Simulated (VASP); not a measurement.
# W (I4/mmm) in VASP: a series of runs

The runs below take W through single point, with PBEsol.

All numbers are computed with VASP 6.6.1; they aren't measurements. Logs are shortened: lines on timing, memory, paths and dates and some standing lists are left out, and cuts for length are marked.

## (1) The cell of the first run

The structure is tetragonal, space group I4/mmm (No. 139). Conventional cell: a = 2.871 Å, b = 2.871 Å, c = 4.019 Å, α = 90.00°, β = 90.00°, γ = 90.00°. Within 3.8 Å of W (site symmetry 4/mmm) lie 12 W at 2.86 to 2.87 Å.

## (2) Single point, PBEsol (strain -0.0100 x Voigt [0, 0, 1, 0, 0, 0])

INCAR reads:

```
SYSTEM = W
PREC = Accurate
ENCUT = 520
EDIFF = 1E-6
ISMEAR = 0
SIGMA = 0.15
LREAL = .False.
LASPH = .True.
NELM = 100
ALGO = Fast
ISIF = 2
LWAVE = .False.
LCHARG = .False.
GGA = PS
NBANDS = 13
```

KPOINTS reads:

```
Automatic mesh
0
Gamma
  20 20 20
  0 0 0
```

POSCAR reads:

```
W
1.0
    0.0000000000      2.0300000000      2.0097000000
    2.0300000000      0.0000000000      2.0097000000
    2.0300000000      2.0300000000      0.0000000000
W
1
Direct
    0.0000000000      0.0000000000      0.0000000000
```

Potentials or basis: VASP PAW PBE potentials, release 64 (W_sv).

Started as:

```
$ cat potpaw_PBE.64/W_sv/POTCAR > POTCAR
$ mpirun -np 1 vasp_std > vasp.out
```

OUTCAR:

```text
SYSTEM = W
   PREC = Accurate
   ENCUT = 520
   EDIFF = 1E-6
   ISMEAR = 0
   LREAL = .False.
   LASPH = .True.
   NELM = 100
   ISIF = 2
   GGA = PS

 ion  position               nearest neighbor table
   1  0.000  0.000  0.000-

  LATTYP: Found a body centered tetragonal cell.
 ALAT       =     2.8708535316
 C/A-ratio  =     1.4000714267

  Lattice vectors:

 A1 = (   0.0000000000,  -2.0300000000,  -2.0097000000)
 A2 = (   0.0000000000,   2.0300000000,  -2.0097000000)
 A3 = (   2.0300000000,   0.0000000000,   2.0097000000)

Analysis of symmetry for initial positions (statically):
=====================================================================
 Subroutine PRICEL returns:
 Original cell was already a primitive cell.

 Routine SETGRP: Setting up the symmetry group for a
 body centered tetragonal supercell.

 Subroutine GETGRP returns: Found 16 space group operations
 (whereof 16 operations were pure point group operations)
 out of a pool of 16 trial point group operations.

The static configuration has the point symmetry D_4h.

Analysis of symmetry for dynamics (positions and initial velocities):
=====================================================================
 Subroutine PRICEL returns:
 Original cell was already a primitive cell.

 Routine SETGRP: Setting up the symmetry group for a
 body centered tetragonal supercell.

 Subroutine GETGRP returns: Found 16 space group operations
 (whereof 16 operations were pure point group operations)
 out of a pool of 16 trial point group operations.

The dynamic configuration has the point symmetry D_4h.

 Subroutine INISYM returns: Found 16 space group operations
 (whereof 16 operations are pure point group operations),
 and found     1 'primitive' translations

----------------------------------------------------------------------------------------

                                     Primitive cell

  volume of cell :      16.5635

  direct lattice vectors                    reciprocal lattice vectors
     0.000000000  2.030000000  2.009700000    -0.246305419  0.246305419  0.248793352
     2.030000000  0.000000000  2.009700000     0.246305419 -0.246305419  0.248793352
     2.030000000  2.030000000  0.000000000     0.246305419  0.246305419 -0.248793352

  length of vectors
     2.856535330  2.856535330  2.870853532     0.428054729  0.428054729  0.428054729

[... 80 lines left out ...]
   EDIFFG = 0.1E-04   stopping-criterion for IOM
   NSW    =      0    number of steps for IOM
   IBRION =     -1    ionic relax: 0-MD 1-quasi-New 2-CG
   NFREE  =      0    steps in history (QN), initial steepest desc. (CG)
   ISIF   =      2    stress and relaxation
   ISYM   =      2    0-nonsym 1-usesym 2-fastsym
   POTIM  = 0.5000    time-step for ionic-motion
   TEBEG  =    0.0;   TEEND  =   0.0 temperature during run
   PSTRESS=    0.0 pullay stress
   NELECT =      14.0000    total number of electrons
   NUPDOWN=      -1.0000    fix difference up-down
   EMIN   =  10.00;   EMAX   =-10.00  energy-range for DOS
   EFERMI =   0.00;   METHOD = LEGACY
   ISMEAR =     0;   SIGMA  =   0.15  broadening in eV -4-tet -1-fermi 0-gaus
   EFERMI_NEDOS =   21; number of points for ismear=-14 and -15
   IALGO  =     68    algorithm
   IMIX   =      4    mixing-type and parameters
     AMIX     =   0.40;   BMIX     =  1.00
     AMIX_MAG =   1.60;   BMIX_MAG =  1.00
  volume/ion in A,a.u.               =      16.56       111.78
  Fermi-wavevector in a.u.,A,eV,Ry     =   1.547865  2.925041 32.598008  2.395886
  Thomas-Fermi vector in A             =   2.652897
   LORBIT       =      0    0 simple, 1 ext, 2 COOP (PROOUT), +10 PAW based schemes
   GGA     = PS    functional components
   LHFCALC =     F    Hartree Fock is set to
   AEXX    =    0.0000 exact exchange contribution
   IVDW    =     0    specifies the selected vdW correction
   LEPSILON=     F    determine dielectric tensor
   LRPA    =     F    only Hartree local field effects (RPA)
 non-spin polarized calculation
 RMM-DIIS sequential band-by-band and
 Gauss-broadening in eV      SIGMA  =   0.15
  energy-cutoff  :      520.00
  volume of cell :       16.56
 maximum number of plane-waves:       459
 NGX is ok and might be reduce to    24
   NGX = 11   NGY = 11   NGZ = 11

 number of electron      14.0000002 magnetization

 Free energy of the ion-electron system (eV)
  ---------------------------------------------------
  ext. energy  EPLUGINS =         0.00000000
  ---------------------------------------------------
  free energy    TOTEN  =       -13.29961067 eV

  energy without entropy =      -13.28407034  energy(sigma->0) =      -13.29184050

 E-fermi :  10.1919     XC(G=0): -13.5048

 val. band max:       10.1825574032   @ k =  -0.4500   0.0000   0.1500
 cond. band min:      10.1921458942   @ k =   0.4500   0.1500   0.0500
 fundamental gap:      0.0095884910
 Fermi energy:        10.1918615891

 k-point     1 :       0.0000    0.0000    0.0000
  band No.  band energies     occupation
      1     -63.4581      2.00000
      2     -27.0982      2.00000
      3     -27.0982      2.00000
      4     -27.0899      2.00000
      5       1.2350      2.00000
      6       9.5995      2.00000
      7       9.5995      2.00000
      8       9.7284      1.99999
      9      12.6190      0.00000
     10      12.8110      0.00000
     11      23.0103      0.00000
     12      28.0336      0.00000
     13      28.0336      0.00000
[... 354 lines left out ...]
  band No.  band energies     occupation
      1     -63.3716      2.00000
      2     -28.0293      2.00000
      3     -27.2430      2.00000
      4     -27.2235      2.00000
      5       4.5544      2.00000
      6       9.3272      2.00000
      7       9.6561      2.00000
      8       9.6747      2.00000
      9      13.8104      0.00000
     10      14.6383      0.00000
     11      21.6348      0.00000
     12      24.7201      0.00000
     13      30.1361      0.00000

 [... further k-points ...]
[... 5 lines left out ...]
  --------------------------------------------------------------------------------------
  -------------------------------------------------------------------------------------
  Total       -0.8700444     -0.8700444     -1.2369373      0.0000000      0.0000000      0.0000000
  in kB      -84.1586349    -84.1586349   -119.6478671      0.0000000      0.0000000      0.0000000
  external PRESSURE =     -95.9883790 kB  Pullay stress =       0.0000000 kB

 VOLUME and BASIS-vectors are now :
 -----------------------------------------------------------------------------
  energy-cutoff  :      520.00
  volume of cell :       16.56
      direct lattice vectors                 reciprocal lattice vectors
     0.000000000  2.030000000  2.009700000    -0.246305419  0.246305419  0.248793352
     2.030000000  0.000000000  2.009700000     0.246305419 -0.246305419  0.248793352
     2.030000000  2.030000000  0.000000000     0.246305419  0.246305419 -0.248793352

 POSITION                                       TOTAL-FORCE (eV/Angst)
 -----------------------------------------------------------------------------------
      0.00000      0.00000      0.00000        -0.000000      0.000000      0.000000
 -----------------------------------------------------------------------------------
    total drift:                               -0.000000      0.000000      0.000000

  FREE ENERGIE OF THE ION-ELECTRON SYSTEM (eV)
  ---------------------------------------------------
  free  energy   TOTEN  =       -13.2996106661 eV

  energy  without entropy=      -13.2840703372  energy(sigma->0) =      -13.29184050
```

OSZICAR:

```text
N       E                     dE             d eps       ncg     rms          rms(c)
DAV:   1     0.843077688585E+02    0.84308E+02   -0.74569E+03 16753   0.122E+03
DAV:   2    -0.123215987788E+02   -0.96629E+02   -0.93090E+02 18516   0.316E+02
DAV:   3    -0.139993152789E+02   -0.16777E+01   -0.16693E+01 18546   0.401E+01
DAV:   4    -0.140066392826E+02   -0.73240E-02   -0.73237E-02 18656   0.293E+00
DAV:   5    -0.140067050569E+02   -0.65774E-04   -0.65774E-04 18861   0.261E-01    0.193E+01
RMM:   6    -0.134406271398E+02    0.56608E+00   -0.45911E-01 18107   0.617E+00    0.772E+00
RMM:   7    -0.133035896467E+02    0.13704E+00   -0.29650E-01 18211   0.492E+00    0.791E-01
RMM:   8    -0.132998665962E+02    0.37231E-02   -0.11908E-02 20609   0.117E+00    0.231E-01
RMM:   9    -0.132996163854E+02    0.25021E-03   -0.16159E-03 20096   0.473E-01    0.261E-02
RMM:  10    -0.132996143600E+02    0.20254E-05   -0.23340E-04 21276   0.187E-01    0.113E-02
RMM:  11    -0.132996098432E+02    0.45168E-05   -0.36545E-05 21489   0.730E-02    0.384E-03
RMM:  12    -0.132996106661E+02   -0.82290E-06   -0.86703E-06 18414   0.352E-02
   1 F= -.13299611E+02 E0= -.13291841E+02  d E =-.155403E-01
```

stdout:

```text
POSCAR found type information on POSCAR W
 POSCAR found :  1 types and       1 ions
 scaLAPACK will be used
 -----------------------------------------------------------------------------
|                                                                             |
|                                                                             |
|     You enforced a specific xc type in the INCAR file but a different       |
|     I HOPE YOU KNOW WHAT YOU ARE DOING!                                     |
|                                                                             |
 -----------------------------------------------------------------------------

 LDA part: xc-table for (Slater+PW92), standard interpolation
 POSCAR, INCAR and KPOINTS ok, starting setup
 FFT: planning ... GRIDC
 FFT: planning ... GRID_SOFT
 FFT: planning ... GRID
 WAVECAR not read
 entering main loop
```

Wall time 40 s (1 thread of Intel Xeon 6975P-C (Granite Rapids), shared host); peak memory 0.24 GiB.

What came out:

| Property | Result |
| --- | --- |
| Free energy | -13.2996 eV |
| Pressure | -9.6 GPa |
| Band gap on the k mesh | zero (band 7 reaches 13.34 eV, above the bottom of band 8 at 9.66 eV) |

Stress tensor (GPa, compression positive):
```
 -8.42   0.00   0.00
  0.00  -8.42   0.00
  0.00   0.00 -11.96
```

Levels at points of the mesh, in eV from the Fermi level:
```tsv
k point	band 3	band 4	band 5	band 6	band 7	band 8	band 9	band 10	band 11	band 12
(0.00, 0.00, 0.00)	-37.29	-37.28	-8.96	-0.59	-0.59	-0.46	2.43	2.62	12.82	17.84
(0.50, 0.00, 0.00)	-37.45	-37.43	-5.56	-0.85	-0.70	0.62	4.94	5.03	10.14	12.43
(0.50, 0.50, 0.00)	-37.71	-37.71	-5.43	-4.48	3.15	4.93	5.72	5.72	11.56	11.56
(0.50, 0.00, 0.50)	-37.69	-37.68	-5.44	-4.45	2.95	4.94	5.63	5.78	11.63	11.79
```

Caveat: the cell differs from its parent crystal (strain -0.0100 x Voigt [0, 0, 1, 0, 0, 0]); the PAW data sets were made with another functional, which shifts forces and pressure a little; spin-orbit coupling is left out, which moves the levels of the heavy elements.

## (3) Single point, PBEsol (strain +0.0100 x Voigt [0, 0, 1, 0, 0, 0])

INCAR reads:

```
PREC = Accurate ; ENCUT = 520
EDIFF = 1E-6 ; ISMEAR = 0
SIGMA = 0.15 ; LREAL = F
LASPH = T ; NELM = 100
ALGO = Fast ; ISIF = 2
LWAVE = F ; LCHARG = F
GGA = PS ; NBANDS = 13
```

KPOINTS reads:

```
regular mesh
0
Gamma
  20 20 20
```

POSCAR reads:

```
W
1.0
    0.0000000000      2.0300000000      2.0503000000
    2.0300000000      0.0000000000      2.0503000000
    2.0300000000      2.0300000000      0.0000000000
W
1
Direct
    0.0000000000      0.0000000000      0.0000000000
```

Potentials or basis: VASP PAW PBE potentials, release 64 (W_sv).

Started as:

```
$ cat potpaw_PBE.64/W_sv/POTCAR > POTCAR
$ mpirun -np 1 vasp_std > vasp.out
```

Wall time 42 s (1 thread of Intel Xeon 6975P-C (Granite Rapids), shared host); peak memory 0.25 GiB.

It converged, with:

| Property | Result |
| --- | --- |
| Free energy | -13.2744 eV |
| Pressure | -14.6 GPa |
| Band gap on the k mesh | zero (band 7 reaches 12.90 eV, above the bottom of band 8 at 9.44 eV) |

Stress tensor (GPa, compression positive):
```
-15.68   0.00   0.00
  0.00 -15.68   0.00
  0.00   0.00 -12.46
```

Levels at points of the mesh, in eV from the Fermi level:
| k point | band 5 | band 6 | band 7 | band 8 | band 9 | band 10 |
| --- | --- | --- | --- | --- | --- | --- |
| (0.00, 0.00, 0.00) | -8.85 | -0.61 | -0.49 | -0.49 | 2.36 | 2.55 |
| (0.50, 0.00, 0.00) | -5.45 | -0.82 | -0.67 | 0.57 | 4.80 | 4.88 |
| (0.50, 0.50, 0.00) | -5.31 | -4.32 | 2.78 | 4.81 | 5.54 | 5.54 |
| (0.50, 0.00, 0.50) | -5.29 | -4.34 | 2.97 | 4.79 | 5.48 | 5.63 |

Caveat: the cell differs from its parent crystal (strain +0.0100 x Voigt [0, 0, 1, 0, 0, 0]); the PAW data sets were made with another functional, which shifts forces and pressure a little; spin-orbit coupling is left out, which moves the levels of the heavy elements.

## (4) Single point, PBEsol (strain +0.0200 x Voigt [0, 0, 1, 0, 0, 0])

INCAR reads:

```
ALGO = Fast
EDIFF = 1E-6
ENCUT = 520
GGA = PS
ISIF = 2
ISMEAR = 0
LASPH = True
LCHARG = True
LELF = True
LREAL = False
LVHAR = True
LWAVE = False
NBANDS = 13
NELM = 100
PREC = Accurate
SIGMA = 0.15
```

KPOINTS reads:

```
k-points
0
Gamma
  20 20 20
```

POSCAR reads:

```
W
1.0
    0.0000000000      2.0300000000      2.0706000000
    2.0300000000      0.0000000000      2.0706000000
    2.0300000000      2.0300000000      0.0000000000
W
1
Direct
    0.0000000000      0.0000000000      0.0000000000
```

Started as:

```
$ cat potpaw_PBE.64/W_sv/POTCAR > POTCAR
$ mpirun -np 1 vasp_std > vasp.out
```

It took 42 s on 1 thread of Intel Xeon 6975P-C (Granite Rapids), shared host; peak memory 0.25 GiB.

Results (log left out):

- Free energy: -13.2613 eV
- Pressure: -16.9 GPa
- Band gap on the k mesh: zero (band 7 reaches 12.78 eV, above the bottom of band 8 at 9.32 eV)

Stress tensor (GPa, compression positive):
```
-18.87   0.00   0.00
  0.00 -18.87   0.00
  0.00   0.00 -13.08
```

Levels at points of the mesh, in eV from the Fermi level:
| k point | band 5 | band 6 | band 7 | band 8 | band 9 | band 10 |
| --- | --- | --- | --- | --- | --- | --- |
| (0.00, 0.00, 0.00) | -8.81 | -0.69 | -0.44 | -0.44 | 2.23 | 2.60 |
| (0.50, 0.00, 0.00) | -5.41 | -0.88 | -0.60 | 0.54 | 4.69 | 4.85 |
| (0.50, 0.50, 0.00) | -5.26 | -4.26 | 2.60 | 4.74 | 5.44 | 5.44 |
| (0.50, 0.00, 0.50) | -5.23 | -4.30 | 2.98 | 4.70 | 5.31 | 5.61 |

Caveat: the cell differs from its parent crystal (strain +0.0200 x Voigt [0, 0, 1, 0, 0, 0]); the PAW data sets were made with another functional, which shifts forces and pressure a little; spin-orbit coupling is left out, which moves the levels of the heavy elements.

(Part 1 of 2 ends here.)
